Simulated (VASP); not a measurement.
P, 1 atom in the cell. Symmetry: Fm-3m, No. 225, cubic system. The conventional cell has a = 3.813 Å, b = 3.813 Å, c = 3.813 Å, α = 90.00°, β = 90.00°, γ = 90.00°. P (site symmetry m-3m) has 12 P at 2.70 Å within 3.6 Å. This isn't the form of P at room conditions, which is orthorhombic.

* Program: VASP 6.6.1
* Task: single point
* Functional: LDA
* Potentials or basis: VASP PAW LDA potentials, release 64 (P)
* Cutoff: 520 eV
* k mesh: 14 × 14 × 14
* Occupations: fermi-dirac, width 0.1 eV
* Spin: no spin polarisation
* Dipole correction: no
* Further INCAR settings: ALGO = Normal; EDIFF = 1e-06; NBANDS = 8

Potentials or basis: VASP PAW LDA potentials, release 64 (P).

Launch:

```bash
$ cat potpaw_LDA.64/P/POTCAR > POTCAR
$ mpirun -np 1 vasp_std > vasp.out
```

Hardware: 1 thread of Intel(R) Xeon(R) Platinum 8259CL CPU @ 2.50GHz (Skylake/Cascade Lake) (shared host).

Q: How long does it take, and how much memory?

A: It took 7.3 s on 1 thread of Intel(R) Xeon(R) Platinum 8259CL CPU @ 2.50GHz (Skylake/Cascade Lake), with other jobs on the host, peak memory 0.12 GiB. Counts: scf iterations 9, k points 104.
